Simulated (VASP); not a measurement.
# W (Im-3m) in VASP: a series of runs

The runs below take W through single point, with PBE.

All numbers are computed with VASP 6.6.1; they aren't measurements. Logs are shortened: lines on timing, memory, paths and dates and some standing lists are left out, and cuts for length are marked.

## Step 1: The cell of the first run

It takes space group Im-3m (No. 229, cubic). Conventional cell: a = 3.165 Å, b = 3.165 Å, c = 3.165 Å, α = 90.00°, β = 90.00°, γ = 90.00°. W (site symmetry m-3m) has 14 W at 2.74 to 3.16 Å within 3.6 Å.

## Step 2: Single point, PBE

INCAR

```
PREC     = Accurate       # precision mode
ENCUT    = 520            # plane-wave cutoff, eV
EDIFF    = 1E-6           # SCF threshold, eV
ISMEAR   = -1             # smearing method
SIGMA    = 0.02           # smearing width, eV
LREAL    = F              # projectors in reciprocal space
LASPH    = T              # aspherical terms in the spheres
NELM     = 80             # most SCF steps
ALGO     = Normal         # electronic algorithm
ISIF     = 2              # what is computed and relaxed
LWAVE    = F              # write WAVECAR
LCHARG   = F              # write CHGCAR
GGA      = PE             # functional
NBANDS   = 13             # bands
```

KPOINTS

```
regular mesh
0
Gamma
  5 5 5
```

POSCAR

```
W
1.0
   -1.5823450000      1.5823450000      1.5823450000
    1.5823450000     -1.5823450000      1.5823450000
    1.5823450000      1.5823450000     -1.5823450000
W
1
Direct
    0.0000000000      0.0000000000      0.0000000000
```

Potentials or basis: VASP PAW PBE potentials, release 64 (W_sv).

On the command line:

```
$ cat potpaw_PBE.64/W_sv/POTCAR > POTCAR
$ mpirun -np 1 vasp_std > vasp.out
```

OUTCAR:

```text
PREC = Accurate
   ENCUT = 520
   EDIFF = 1E-6
   ISMEAR = -1
   LREAL = F
   LASPH = T
   NELM = 80
   ISIF = 2
   GGA = PE

 ion  position               nearest neighbor table
   1  0.000  0.000  0.000-

  LATTYP: Found a body centered cubic cell.
 ALAT       =     3.1646900000

  Lattice vectors:

 A1 = (  -1.5823450000,   1.5823450000,   1.5823450000)
 A2 = (   1.5823450000,  -1.5823450000,   1.5823450000)
 A3 = (   1.5823450000,   1.5823450000,  -1.5823450000)

Analysis of symmetry for initial positions (statically):
=====================================================================
 Subroutine PRICEL returns:
 Original cell was already a primitive cell.

 Routine SETGRP: Setting up the symmetry group for a
 body centered cubic supercell.

 Subroutine GETGRP returns: Found 48 space group operations
 (whereof 48 operations were pure point group operations)
 out of a pool of 48 trial point group operations.

The static configuration has the point symmetry O_h .

Analysis of symmetry for dynamics (positions and initial velocities):
=====================================================================
 Subroutine PRICEL returns:
 Original cell was already a primitive cell.

 Routine SETGRP: Setting up the symmetry group for a
 body centered cubic supercell.

 Subroutine GETGRP returns: Found 48 space group operations
 (whereof 48 operations were pure point group operations)
 out of a pool of 48 trial point group operations.

The dynamic configuration has the point symmetry O_h .

 Subroutine INISYM returns: Found 48 space group operations
 (whereof 48 operations are pure point group operations),
 and found     1 'primitive' translations

----------------------------------------------------------------------------------------

                                     Primitive cell

  volume of cell :      15.8476

  direct lattice vectors                    reciprocal lattice vectors
    -1.582345000  1.582345000  1.582345000     0.000000000  0.315986716  0.315986716
     1.582345000 -1.582345000  1.582345000     0.315986716  0.000000000  0.315986716
     1.582345000  1.582345000 -1.582345000     0.315986716  0.315986716  0.000000000

  length of vectors
     2.740701935  2.740701935  2.740701935     0.446872699  0.446872699  0.446872699

  position of ions in fractional coordinates (direct lattice)
     0.000000000  0.000000000  0.000000000

[... 60 lines left out ...]
   EDIFF  = 0.1E-05   stopping-criterion for ELM
   LREAL  =      F    real-space projection
   EDIFFG = 0.1E-04   stopping-criterion for IOM
   NSW    =      0    number of steps for IOM
   IBRION =     -1    ionic relax: 0-MD 1-quasi-New 2-CG
   NFREE  =      0    steps in history (QN), initial steepest desc. (CG)
   ISIF   =      2    stress and relaxation
   ISYM   =      2    0-nonsym 1-usesym 2-fastsym
   POTIM  = 0.5000    time-step for ionic-motion
   TEBEG  =    0.0;   TEEND  =   0.0 temperature during run
   PSTRESS=    0.0 pullay stress
   NELECT =      14.0000    total number of electrons
   NUPDOWN=      -1.0000    fix difference up-down
   EMIN   =  10.00;   EMAX   =-10.00  energy-range for DOS
   EFERMI =   0.00;   METHOD = LEGACY
   ISMEAR =    -1;   SIGMA  =   0.02  broadening in eV -4-tet -1-fermi 0-gaus
   EFERMI_NEDOS =   21; number of points for ismear=-14 and -15
   IALGO  =     38    algorithm
   IMIX   =      4    mixing-type and parameters
     AMIX     =   0.40;   BMIX     =  1.00
     AMIX_MAG =   1.60;   BMIX_MAG =  1.00
  volume/ion in A,a.u.               =      15.85       106.94
  Fermi-wavevector in a.u.,A,eV,Ry     =   1.570832  2.968442 33.572544  2.467512
  Thomas-Fermi vector in A             =   2.672506
   LORBIT       =      0    0 simple, 1 ext, 2 COOP (PROOUT), +10 PAW based schemes
   GGA     = PE    functional components
[... 5 lines left out ...]
 non-spin polarized calculation
  energy-cutoff  :      520.00
  volume of cell :       15.85
 maximum number of plane-waves:       432
   NGX = 11   NGY = 11   NGZ = 11

 number of electron      14.0000004 magnetization

 Free energy of the ion-electron system (eV)
  ---------------------------------------------------
  ext. energy  EPLUGINS =         0.00000000
  ---------------------------------------------------
  free energy    TOTEN  =       -12.99759328 eV

  energy without entropy =      -12.99649183  energy(sigma->0) =      -12.99704256

 E-fermi :  11.0006     XC(G=0): -13.6463

 val. band max:       10.9526411678   @ k =   0.4000   0.0000   0.0000
 cond. band min:      11.7254703712   @ k =  -0.4000   0.4000   0.2000
 fundamental gap:      0.7728292035
 Fermi energy:        11.0005990731

 k-point     1 :       0.0000    0.0000    0.0000
  band No.  band energies     occupation
      1     -62.7667      2.00000
      2     -26.3246      2.00000
      3     -26.3246      2.00000
      4     -26.3246      2.00000
      5       1.8096      2.00000
      6      10.2051      2.00000
      7      10.2051      2.00000
      8      10.2051      2.00000
      9      13.6974      0.00000
     10      13.6974      0.00000
     11      25.9676      0.00000
     12      25.9676      0.00000
     13      25.9676      0.00000
[... 130 lines left out ...]
  band No.  band energies     occupation
      1     -62.5522      2.00000
      2     -27.2213      2.00000
      3     -27.1377      2.00000
      4     -27.1377      2.00000
      5       6.1097      2.00000
      6       6.3014      2.00000
      7      14.0891      0.00000
      8      14.0891      0.00000
      9      15.6992      0.00000
     10      17.3025      0.00000
     11      23.2648      0.00000
     12      23.2648      0.00000
     13      29.4156      0.00000

------------------------ aborting loop because EDIFF is reached ----------------------------------------

  FORCE on cell =-STRESS in cart. coord.  units (eV):
  Direction    XX          YY          ZZ          XY          YZ          ZX
  --------------------------------------------------------------------------------------
  -------------------------------------------------------------------------------------
  Total        0.5958747      0.5958747      0.5958747      0.0000000     -0.0000000      0.0000000
  in kB       60.2423624     60.2423624     60.2423624      0.0000000     -0.0000000      0.0000000
  external PRESSURE =      60.2423624 kB  Pullay stress =       0.0000000 kB

 VOLUME and BASIS-vectors are now :
 -----------------------------------------------------------------------------
  energy-cutoff  :      520.00
  volume of cell :       15.85
      direct lattice vectors                 reciprocal lattice vectors
    -1.582345000  1.582345000  1.582345000     0.000000000  0.315986716  0.315986716
     1.582345000 -1.582345000  1.582345000     0.315986716  0.000000000  0.315986716
     1.582345000  1.582345000 -1.582345000     0.315986716  0.315986716  0.000000000

 POSITION                                       TOTAL-FORCE (eV/Angst)
 -----------------------------------------------------------------------------------
      0.00000      0.00000      0.00000         0.000000      0.000000      0.000000
 -----------------------------------------------------------------------------------
    total drift:                                0.000000     -0.000000      0.000000

  FREE ENERGIE OF THE ION-ELECTRON SYSTEM (eV)
  ---------------------------------------------------
  free  energy   TOTEN  =       -12.9975932816 eV

  energy  without entropy=      -12.9964918314  energy(sigma->0) =      -12.99704256
```

OSZICAR:

```text
N       E                     dE             d eps       ncg     rms          rms(c)
DAV:   1     0.796401682213E+02    0.79640E+02   -0.77090E+03   260   0.123E+03
DAV:   2    -0.120994379735E+02   -0.91740E+02   -0.88214E+02   305   0.304E+02
DAV:   3    -0.136171485368E+02   -0.15177E+01   -0.15099E+01   280   0.380E+01
DAV:   4    -0.136229952495E+02   -0.58467E-02   -0.58466E-02   300   0.267E+00
DAV:   5    -0.136230429947E+02   -0.47745E-04   -0.47745E-04   275   0.226E-01    0.210E+01
DAV:   6    -0.131340533174E+02    0.48899E+00   -0.41077E-01   280   0.858E+00    0.840E+00
DAV:   7    -0.130021130876E+02    0.13194E+00   -0.21961E-01   275   0.597E+00    0.669E-01
DAV:   8    -0.129975759173E+02    0.45372E-02   -0.39980E-03   285   0.805E-01    0.106E-01
DAV:   9    -0.129976002306E+02   -0.24313E-04   -0.49923E-05   270   0.833E-02    0.624E-02
DAV:  10    -0.129975926045E+02    0.76261E-05   -0.11592E-05   270   0.488E-02    0.106E-02
DAV:  11    -0.129975932816E+02   -0.67713E-06   -0.18564E-07   140   0.507E-03
   1 F= -.12997593E+02 E0= -.12997043E+02  d E =-.110145E-02
```

Run time: 2.5 s. Hardware: 1 thread of Intel Xeon 6975P-C, shared host; peak memory 0.12 GiB.

What came out:

| Property | Result |
| --- | --- |
| Free energy | -12.9976 eV |
| Pressure | 6.0 GPa |
| Band gap on the k mesh | zero (band 7 reaches 14.09 eV, above the bottom of band 8 at 10.21 eV) |

Caveat: the k points lie up to 0.56 Å⁻¹ apart; spin-orbit coupling is left out, which moves the levels of the heavy elements.

## Step 3: Single point, PBE

INCAR: that of step 2 with these lines changed.

```diff
@@ -3,7 +3,7 @@
 EDIFF    = 1E-6           # SCF threshold, eV
-ISMEAR   = -1             # smearing method
-SIGMA    = 0.02           # smearing width, eV
+ISMEAR   = 0              # smearing method
+SIGMA    = 0.019000000000000003 # smearing width, eV
 LREAL    = F              # projectors in reciprocal space
 LASPH    = T              # aspherical terms in the spheres
-NELM     = 80             # most SCF steps
+NELM     = 100            # most SCF steps
 ALGO     = Normal         # electronic algorithm
```

KPOINTS

```
Automatic mesh
0
Gamma
  12 12 12
```

POSCAR is that of step 2.

Potentials or basis: VASP PAW PBE potentials, release 64 (W_sv).

On the command line:

```
$ cat potpaw_PBE.64/W_sv/POTCAR > POTCAR
$ mpirun -np 1 vasp_std > vasp.out
```

OUTCAR:

```text
PREC = Accurate
   ENCUT = 520
   EDIFF = 1E-6
   ISMEAR = 0
   LREAL = F
   LASPH = T
   NELM = 100
   ISIF = 2
   GGA = PE

 ion  position               nearest neighbor table
   1  0.000  0.000  0.000-

  LATTYP: Found a body centered cubic cell.
 ALAT       =     3.1646900000

  Lattice vectors:

 A1 = (  -1.5823450000,   1.5823450000,   1.5823450000)
 A2 = (   1.5823450000,  -1.5823450000,   1.5823450000)
 A3 = (   1.5823450000,   1.5823450000,  -1.5823450000)

Analysis of symmetry for initial positions (statically):
=====================================================================
 Subroutine PRICEL returns:
 Original cell was already a primitive cell.

 Routine SETGRP: Setting up the symmetry group for a
 body centered cubic supercell.

 Subroutine GETGRP returns: Found 48 space group operations
 (whereof 48 operations were pure point group operations)
 out of a pool of 48 trial point group operations.

The static configuration has the point symmetry O_h .

Analysis of symmetry for dynamics (positions and initial velocities):
=====================================================================
[... 160 lines left out ...]
 fundamental gap:      0.0491589614
 Fermi energy:        11.3283229730

 k-point     1 :       0.0000    0.0000    0.0000
  band No.  band energies     occupation
      1     -62.7515      2.00000
      2     -26.3114      2.00000
      3     -26.3114      2.00000
      4     -26.3114      2.00000
      5       1.8093      2.00000
      6      10.2112      2.00000
      7      10.2112      2.00000
      8      10.2112      2.00000
      9      13.7035      0.00000
     10      13.7035      0.00000
     11      25.9664      0.00000
     12      25.9664      0.00000
     13      25.9664      0.00000
[... 354 lines left out ...]
  band No.  band energies     occupation
      1     -62.6149      2.00000
      2     -27.5144      2.00000
      3     -26.7895      2.00000
      4     -26.4052      2.00000
      5       5.8321      2.00000
      6       7.8316      2.00000
      7      11.1704      2.00000
      8      13.8444      0.00000
      9      14.6161      0.00000
     10      18.8680      0.00000
     11      21.3776      0.00000
     12      23.6598      0.00000
     13      27.4850      0.00000

 [... further k-points ...]
[... 5 lines left out ...]
  --------------------------------------------------------------------------------------
  -------------------------------------------------------------------------------------
  Total        0.6598732      0.6598732      0.6598732     -0.0000000      0.0000000      0.0000000
  in kB       66.7125503     66.7125503     66.7125503     -0.0000000      0.0000000      0.0000000
  external PRESSURE =      66.7125503 kB  Pullay stress =       0.0000000 kB

 VOLUME and BASIS-vectors are now :
 -----------------------------------------------------------------------------
  energy-cutoff  :      520.00
  volume of cell :       15.85
      direct lattice vectors                 reciprocal lattice vectors
    -1.582345000  1.582345000  1.582345000     0.000000000  0.315986716  0.315986716
     1.582345000 -1.582345000  1.582345000     0.315986716  0.000000000  0.315986716
     1.582345000  1.582345000 -1.582345000     0.315986716  0.315986716  0.000000000

 POSITION                                       TOTAL-FORCE (eV/Angst)
 -----------------------------------------------------------------------------------
      0.00000      0.00000      0.00000        -0.000000      0.000000      0.000000
 -----------------------------------------------------------------------------------
    total drift:                                0.000000     -0.000000      0.000000

  FREE ENERGIE OF THE ION-ELECTRON SYSTEM (eV)
  ---------------------------------------------------
  free  energy   TOTEN  =       -12.9477690207 eV

  energy  without entropy=      -12.9474922836  energy(sigma->0) =      -12.94763065
```

OSZICAR:

```text
N       E                     dE             d eps       ncg     rms          rms(c)
DAV:   1     0.864132840748E+02    0.86413E+02   -0.76737E+03  1877   0.125E+03
DAV:   2    -0.118685318978E+02   -0.98282E+02   -0.94042E+02  2092   0.319E+02
DAV:   3    -0.135631037011E+02   -0.16946E+01   -0.16882E+01  2052   0.404E+01
DAV:   4    -0.135700482883E+02   -0.69446E-02   -0.69445E-02  2062   0.282E+00
DAV:   5    -0.135701033568E+02   -0.55069E-04   -0.55070E-04  2087   0.242E-01    0.209E+01
DAV:   6    -0.130837275262E+02    0.48638E+00   -0.40404E-01  1952   0.854E+00    0.842E+00
DAV:   7    -0.129521089267E+02    0.13162E+00   -0.21858E-01  2062   0.598E+00    0.670E-01
DAV:   8    -0.129477415080E+02    0.43674E-02   -0.40903E-03  1902   0.821E-01    0.855E-02
DAV:   9    -0.129477732146E+02   -0.31707E-04   -0.55232E-05  2157   0.889E-02    0.432E-02
DAV:  10    -0.129477680181E+02    0.51965E-05   -0.71165E-06  1962   0.364E-02    0.152E-02
DAV:  11    -0.129477691177E+02   -0.10995E-05   -0.25472E-07  1156   0.539E-03    0.694E-04
DAV:  12    -0.129477690207E+02    0.96979E-07   -0.15681E-08   966   0.161E-03
   1 F= -.12947769E+02 E0= -.12947631E+02  d E =-.276737E-03
```

Wall time 6.4 s (1 thread of Intel Xeon 6975P-C, shared host); peak memory 0.13 GiB.

Results:

- Free energy: -12.9478 eV
- Pressure: 6.7 GPa
- Band gap on the k mesh: zero (band 7 reaches 16.61 eV, above the bottom of band 8 at 10.21 eV)

Levels at points of the mesh, in eV from the Fermi level:
| k point | band 4 | band 5 | band 6 | band 7 | band 8 | band 9 | band 10 | band 11 |
| --- | --- | --- | --- | --- | --- | --- | --- | --- |
| (0.00, 0.00, 0.00) | -37.64 | -9.52 | -1.12 | -1.12 | -1.12 | 2.38 | 2.38 | 14.64 |
| (0.50, 0.00, 0.00) | -37.65 | -6.16 | -3.46 | 0.80 | 2.27 | 3.25 | 6.26 | 11.20 |
| (0.50, 0.50, 0.50) | -38.54 | -5.72 | -5.72 | 5.28 | 5.28 | 5.28 | 8.37 | 8.37 |

Caveat: spin-orbit coupling is left out, which moves the levels of the heavy elements.
